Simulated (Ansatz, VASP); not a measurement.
Au: VASP beside Ansatz

INCAR

```
SYSTEM = Au
ALGO = Normal
EDIFF = 1E-6
ENCUT = 520
GGA = PE
ISIF = 2
ISMEAR = 0
LASPH = .True.
LCHARG = .False.
LREAL = .False.
LWAVE = .False.
NBANDS = 18
NELM = 80
PREC = Accurate
SIGMA = 0.1
```

File KPOINTS:

```
k-points
0
Gamma
  2 2 1
  0 0 0
```

The input POSCAR:

```
Au
1.0
    1.4113099650     -2.5559330250      0.0000000000
    1.4113099650      2.5559330250      0.0000000000
    0.0000000000      0.0000000000      4.8931696100
Au
2
Direct
    0.6653279700      0.3346720300      0.2500000000
    0.3346720300      0.6653279700      0.7500000000
```

Input for Ansatz:

```yaml
crystal:
  lattice:
    - [1.411309965, -2.555933025, 0.0]
    - [1.411309965, 2.555933025, 0.0]
    - [0.0, 0.0, 4.89316961]
  atoms:
    - { symbol: Au, position: [0.66532797, 0.33467203, 0.25] }
    - { symbol: Au, position: [0.33467203, 0.66532797, 0.75] }
basis:
  precision: f64
kpoints:
  mp_grid: { grid: [2, 2, 1] }
hamiltonian:
  xc: pbe
scf:
  occupations: { method: gaussian, width: 0.1 }
  mixing: { ndim: 20 }
  max_iter: 54
output:
  forces: true
  stress: true
  eigenvalues: true
```

Alike in both runs: task single point; functional PBE; k mesh 2 × 2 × 1; occupations gaussian, width 0.1 eV; no spin polarisation.

|  | VASP | Ansatz |
| --- | --- | --- |
| version | VASP 6.6.1 | Ansatz 0.2.0 |
| potentials or method | VASP PAW PBE potentials, release 64 (Au) | scalar-relativistic, plane waves, PAW |
| plane-wave cutoff (eV) | 520 | 420 |
| valence electrons in the cell | 22 | 38 |

Ansatz gave:

* gap on the k mesh at the Fermi level (eV): none
* pressure (GPa): 19.8
* traceless stress, the component that is largest in VASP (GPa): -26.45
* rms of the force components (eV/Å): 0.235

Q: Which values does VASP return?

A: gap on the k mesh at the Fermi level (eV): none; pressure (GPa): 19.4; traceless stress, the component that is largest in VASP (GPa): -26.43; rms of the force components (eV/Å): 0.233.

Atom by atom the forces differ by 0.002 eV/Å (rms over components). A gap of «none» marks a metal or a gap that the smearing closes. With one functional, cell and mesh, what is left measures potentials, basis and numerics. VASP's potentials hold 22 valence electrons a cell and Ansatz's 38, so a difference there can come from the potentials and not from the codes.

The k mesh is coarse, so the values compare programs but aren't converged. Spin-orbit coupling is off throughout.
